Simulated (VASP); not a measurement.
# Al2Ru (I4/mmm) in VASP: notebook, part 2 of 2

VASP 6.6.1.

## (3) Relaxation of cell and atoms, PBEsol, target pressure -1 GPa, at which the enthalpy is minimised

This run uses another cell than the first one, of 13.81 Å³/atom, 1.008 times its volume.

INCAR

```
SYSTEM = Al2Ru
PREC = Accurate
ENCUT = 600
EDIFF = 1E-6
ISMEAR = 0
SIGMA = 0.1
LREAL = .False.
LASPH = .True.
NELM = 60
ALGO = Fast
ISIF = 3
LWAVE = .False.
LCHARG = .False.
GGA = PS
IBRION = 2
NSW = 70
EDIFFG = -0.008
PSTRESS = -10.0
```

KPOINTS

```
Automatic mesh
0
Gamma
  18 18 18
  0 0 0
```

POSCAR

```
Al2Ru
1.0
   -1.5657629158      1.5657629158      4.2252715254
    1.5657629158     -1.5657629158      4.2252715254
    1.5657629158      1.5657629158     -4.2252715254
Al Ru
2 1
Direct
    0.6590760826      0.6590760826      0.0000000000
    0.3409239174      0.3409239174      0.0000000000
    0.0000000000      0.0000000000      0.0000000000
```

Potentials or basis: VASP PAW PBE potentials, release 64 (Al, Ru_pv).

Launch:

```sh
$ cat potpaw_PBE.64/Al/POTCAR potpaw_PBE.64/Ru_pv/POTCAR > POTCAR
$ mpirun -np 1 vasp_std > vasp.out
```

OUTCAR:

```text
SYSTEM = Al2Ru
   PREC = Accurate
   ENCUT = 600
   EDIFF = 1E-6
   ISMEAR = 0
   LREAL = .False.
   LASPH = .True.
   NELM = 60
   ISIF = 3
   GGA = PS
   IBRION = 2
   NSW = 70
   EDIFFG = -0.008
   PSTRESS = -10.0

 ion  position               nearest neighbor table
   1  0.659  0.659  0.000-   3 2.59   3 2.59   3 2.59   3 2.59   2 2.69   2 2.70   2 2.70   2 2.70
                             2 2.70   3 2.88
   2  0.341  0.341  0.000-   3 2.59   3 2.59   3 2.59   3 2.59   1 2.69   1 2.70   1 2.70   1 2.70
                             1 2.70   3 2.88
   3  0.000  0.000  0.000-   1 2.59   1 2.59   1 2.59   2 2.59   1 2.59   2 2.59   2 2.59   2 2.59
                             1 2.88   2 2.88

  LATTYP: Found a body centered tetragonal cell.
 ALAT       =     3.1315258316
 C/A-ratio  =     2.6985385097

  Lattice vectors:

 A1 = (  -1.5657629158,   1.5657629158,   4.2252715254)
 A2 = (   1.5657629158,  -1.5657629158,   4.2252715254)
 A3 = (   1.5657629158,   1.5657629158,  -4.2252715254)

Analysis of symmetry for initial positions (statically):
=====================================================================
 Subroutine PRICEL returns:
 Original cell was already a primitive cell.

 Routine SETGRP: Setting up the symmetry group for a
 body centered tetragonal supercell.
[... 248 lines left out ...]
--------------------------------------- Ionic step        3  -------------------------------------------

 number of electron      20.0000000 magnetization

 Free energy of the ion-electron system (eV)
  ---------------------------------------------------
  ext. energy  EPLUGINS =         0.00000000
  ---------------------------------------------------
  free energy    TOTEN  =       -20.32916780 eV

  energy without entropy =      -20.32780778  energy(sigma->0) =      -20.32848779

 E-fermi :  10.4800     XC(G=0): -12.0036

 val. band max:       10.4786887347   @ k =  -0.2778   0.1667   0.0556
 cond. band min:      10.4875293839   @ k =  -0.2778   0.2222   0.0000
 fundamental gap:      0.0088406492
 Fermi energy:        10.4799967552

 k-point     1 :       0.0000    0.0000    0.0000
  band No.  band energies     occupation
      1     -32.1071      2.00000
      2     -32.1071      2.00000
      3     -32.0196      2.00000
      4      -0.4227      2.00000
      5       5.0624      2.00000
      6       6.6563      2.00000
      7       8.4842      2.00000
      8       8.4842      2.00000
      9       8.5261      2.00000
     10       9.5043      2.00000
     11      12.8779      0.00000
     12      15.1419      0.00000
     13      16.5444      0.00000
     14      16.5444      0.00000
[... 377 lines left out ...]
      1     -32.1609      2.00000
      2     -32.1063      2.00000
      3     -32.0140      2.00000
      4       0.4828      2.00000
      5       5.5405      2.00000
      6       6.7131      2.00000
      7       7.0031      2.00000
      8       8.4081      2.00000
      9       8.6663      2.00000
     10       9.4801      2.00000
     11      12.6297      0.00000
     12      13.5293      0.00000
     13      14.4172      0.00000
     14      15.8339      0.00000

 [... further k-points ...]

------------------------ aborting loop because EDIFF is reached ----------------------------------------

  FORCE on cell =-STRESS in cart. coord.  units (eV):
  Direction    XX          YY          ZZ          XY          YZ          ZX
  --------------------------------------------------------------------------------------
  -------------------------------------------------------------------------------------
  Total       -0.2574870     -0.2574870     -0.2433483      0.0000000      0.0000000      0.0000000
  in kB       -9.9952970     -9.9952970     -9.4464506      0.0000000      0.0000000      0.0000000
  external PRESSURE =       0.1876518 kB  Pullay stress =     -10.0000000 kB
[... 22 lines left out ...]
  energy  without entropy=      -20.3278077809  energy(sigma->0) =      -20.32848779

  enthalpy is  TOTEN    =       -20.5867759745 eV   P V=       -0.2576081793

 reached required accuracy - stopping structural energy minimisation
```

Wall time 22 min (1 thread of Intel Xeon 6975P-C (Granite Rapids), shared host); peak memory 0.54 GiB.

What came out:

```
Free energy                                            : -20.3292 eV
Relaxed volume                                         : 13.76 Å³/atom
Relaxed cell                                           : a = 4.764 Å, b = 4.764 Å, c = 4.764 Å, α = 141.67°, β = 141.67°, γ = 55.32°
Space group after relaxing (to 0.05 Å)                 : I4/mmm (No. 139)
Energy change on relaxing (the enthalpy is what falls) : -0.5 meV/atom
Ionic steps                                            : 3
Pressure after relaxing                                : -1.0 GPa
Band gap on the k mesh                                 : zero (band 10 reaches 10.66 eV, above the bottom of band 11 at 10.47 eV)
```

Forces in eV/Å, atoms in the order of the input:
```
Al   0.000  0.000 -0.003
Al   0.000  0.000  0.003
Ru   0.000  0.000  0.000
```

The path:
| step | energy change (eV) | largest force (eV/Å) | pressure (GPa) | volume (Å³) |
| --- | --- | --- | --- | --- |
| 1 | 0.0000 | 0.0292 | -1.68 | 41.43 |
| 2 | -0.0020 | 0.0288 | -0.15 | 41.08 |
| 3 | -0.0014 | 0.0028 | -0.98 | 41.27 |

Final structure:
```
Al Ru
1.0
    -1.56379    1.56379    4.21943
     1.56379   -1.56379    4.21943
     1.56379    1.56379   -4.21943
Al Ru
2 1
Direct
  0.65900 0.65900 0.00000
  0.34100 0.34100 0.00000
  0.00000 0.00000 0.00000
```

Caveat: the cell is relaxed towards a set pressure, so the enthalpy falls and the energy may rise; the PAW data sets were made with another functional, which shifts forces and pressure a little.

## (4) Relaxation of shape and atoms at fixed volume, PBEsol (volume scaled by 1.03)

INCAR

```
ALGO = Fast
EDIFF = 1E-6
EDIFFG = -0.01
ENCUT = 600
GGA = PS
IBRION = 2
ISIF = 4
ISMEAR = 0
LASPH = True
LCHARG = False
LREAL = False
LWAVE = False
NELM = 80
NSW = 50
PREC = Accurate
SIGMA = 0.1
```

KPOINTS

```
k-points
0
Gamma
  18 18 18
```

POSCAR

```
Al2Ru
1.0
   -1.5761321528      1.5761321528      4.2532533231
    1.5761321528     -1.5761321528      4.2532533231
    1.5761321528      1.5761321528     -4.2532533231
Al Ru
2 1
Direct
    0.6590760825      0.6590760825      0.0000000000
    0.3409239175      0.3409239175      0.0000000000
    0.0000000000      0.0000000000      0.0000000000
```

Launch:

```sh
$ cat potpaw_PBE.64/Al/POTCAR potpaw_PBE.64/Ru_pv/POTCAR > POTCAR
$ mpirun -np 1 vasp_std > vasp.out
```

It took 13 min on 1 thread of AMD EPYC 9R45 (Zen 5), shared host; peak memory 0.5 GiB.

The run converged. Its results:

```
Free energy               : -20.3110 eV
Energy gained by relaxing : 0.2 meV/atom
Ionic steps               : 4
Pressure after relaxing   : -4.9 GPa
Band gap on the k mesh    : zero (band 10 reaches 10.36 eV, above the bottom of band 11 at 10.16 eV)
```

Stress tensor (GPa, compression positive):
```
-4.96  0.00  0.00
 0.00 -4.96  0.00
 0.00  0.00 -4.82
```

Step by step:
| step | energy change (eV) | largest force (eV/Å) | pressure (GPa) | volume (Å³) |
| --- | --- | --- | --- | --- |
| 1 | 0.0000 | 0.0910 | -5.01 | 42.26 |
| 2 | -0.0004 | 0.0015 | -4.93 | 42.26 |
| 3 | -0.0004 | 0.0073 | -4.92 | 42.26 |
| 4 | -0.0005 | 0.0015 | -4.92 | 42.26 |

Final structure:
```cif
data_structure
_symmetry_space_group_name_H-M 'P 1'
_symmetry_Int_Tables_number 1
_cell_length_a 4.8033
_cell_length_b 4.8033
_cell_length_c 4.8033
_cell_angle_alpha 141.697
_cell_angle_beta 141.697
_cell_angle_gamma 55.286
_cell_volume 42.26
loop_
_atom_site_label
_atom_site_type_symbol
_atom_site_fract_x
_atom_site_fract_y
_atom_site_fract_z
_atom_site_occupancy
Al1 Al 0.65847 0.65847 0.00000 1
Al2 Al 0.34153 0.34153 0.00000 1
Ru1 Ru 0.00000 0.00000 0.00000 1
```

Levels at points of the mesh, in eV from the Fermi level:
| k point | band 8 | band 9 | band 10 | band 11 | band 12 | band 13 |
| --- | --- | --- | --- | --- | --- | --- |
| (0.00, 0.00, 0.00) | -1.95 | -1.95 | -0.97 | 2.30 | 4.72 | 5.95 |
| (0.50, 0.00, 0.00) | -2.70 | -2.51 | -1.39 | 0.51 | 2.92 | 5.06 |
| (0.50, 0.50, 0.00) | -3.00 | -1.29 | -0.37 | 0.22 | 1.72 | 1.99 |
| (0.50, 0.50, 0.50) | -1.52 | -1.52 | -0.94 | 3.07 | 3.07 | 6.28 |

Caveat: the cell differs from its parent crystal (volume scaled by 1.03); the PAW data sets were made with another functional, which shifts forces and pressure a little.

## (5) Summary

```tsv
task	cell	k mesh	cutoff (eV)	gap on the mesh (eV)	pressure (GPa)
single point	a = 4.764 Å, angles 141.8, 141.8, 55.2°, 3 atoms	8 × 8 × 8	520	none	-0.4
relaxation of cell and atoms	relaxed to -1 GPa from a = 4.770 Å, angles 141.7, 141.7, 55.3°, 3 atoms	18 × 18 × 18	600	none	-1.0
relaxation of shape and atoms at fixed volume	relaxed from a = 4.802 Å, angles 141.7, 141.7, 55.3°, 3 atoms	18 × 18 × 18	600	none	-4.9
```

Alike in all rows: level PBEsol; potentials or basis VASP PAW PBE potentials, release 64 (Al, Ru_pv); no spin polarisation; smearing gaussian 0.1 eV.

Caveats: the PAW data sets were made with another functional, which shifts forces and pressure a little; the cell is relaxed towards a set pressure, so the enthalpy falls and the energy may rise (some runs).

Absolute energies hang on the potentials; compare differences alone.
